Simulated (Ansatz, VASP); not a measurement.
## Two plane-wave programs on SnSe

```
CELL_PARAMETERS angstrom
11.48560 0.00000 0.00000
0.00000 4.17007 0.00000
0.00000 0.00000 4.37995
ATOMIC_POSITIONS crystal
Sn 0.11795 0.25000 0.09382
Sn 0.38205 0.75000 0.59382
Sn 0.61795 0.25000 0.40618
Sn 0.88205 0.75000 0.90618
Se 0.35712 0.25000 0.02247
Se 0.14288 0.75000 0.52247
Se 0.85712 0.25000 0.47753
Se 0.64288 0.75000 0.97753
```

Alike in both runs: functional PBE; dispersion D3(BJ); k mesh 4 × 8 × 6; occupations gaussian, width 0.05 eV; no spin polarisation.

Ansatz relaxed the structure, and its values are those at the end. VASP's run is a single point on that final structure, the one shown.

|  | VASP | Ansatz |
| --- | --- | --- |
| version | VASP 6.6.1 | Ansatz 0.2.0 |
| potentials or method | VASP PAW PBE potentials, release 64 (Sn_d, Se), cutoff 520 eV | scalar-relativistic, plane waves, PAW |
| valence electrons in the cell | 80 | 120 |

Ansatz gave:

* gap on the k mesh at the Fermi level (eV): 0.54
* least direct gap on the mesh (eV): 0.83
* pressure (GPa): 0.0
* rms of the force components (eV/Å): 0.001

Q: Estimate VASP's values.

A: gap on the k mesh at the Fermi level (eV): 0.53; least direct gap on the mesh (eV): 0.83; pressure (GPa): 0.0; rms of the force components (eV/Å): 0.009.

VASP's potentials hold 80 valence electrons a cell and Ansatz's 120, so a difference there can come from the potentials and not from the codes. Ansatz's warnings: relaxed geometry near dispersion switch.
